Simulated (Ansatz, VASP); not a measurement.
# One calculation of Bi2Se3, two programs

```
Bi Se
1.0
     4.17356    0.00000    0.00000
    -2.08678    3.61441    0.00000
     0.00000    0.00000   11.37878
Bi Se
2 3
Direct
  0.00000 0.00000 0.17536
  0.00000 0.00000 0.82464
  0.33333 0.66667 0.00000
  0.66667 0.33333 0.31309
  0.66667 0.33333 0.68691
```

Alike in both runs: task single point; functional PBE; k mesh 6 × 6 × 2; occupations gaussian, width 0.1 eV; no spin polarisation.

|  | VASP | Ansatz |
| --- | --- | --- |
| version | VASP 6.6.1 | Ansatz 0.2.0 |
| potentials or method | VASP PAW PBE potentials, release 64 (Bi_d, Se), cutoff 520 eV | scalar-relativistic, plane waves, PAW |
| valence electrons in the cell | 48 | 78 |

Ansatz gave:

* gap on the k mesh at the Fermi level (eV): 0.56
* least direct gap on the mesh (eV): 0.86
* pressure (GPa): 0.0
* rms of the force components (eV/Å): 0.005

What did VASP give for the same quantities?

gap on the k mesh at the Fermi level (eV): 0.56; least direct gap on the mesh (eV): 0.86; pressure (GPa): 0.0; rms of the force components (eV/Å): 0.008.

Atom by atom the forces differ by 0.005 eV/Å (rms over components). The functional is the same, so the differences come from potentials, cutoffs and numerics. VASP's potentials hold 48 valence electrons a cell and Ansatz's 78, so a difference there can come from the potentials and not from the codes.

Spin-orbit coupling is off throughout.
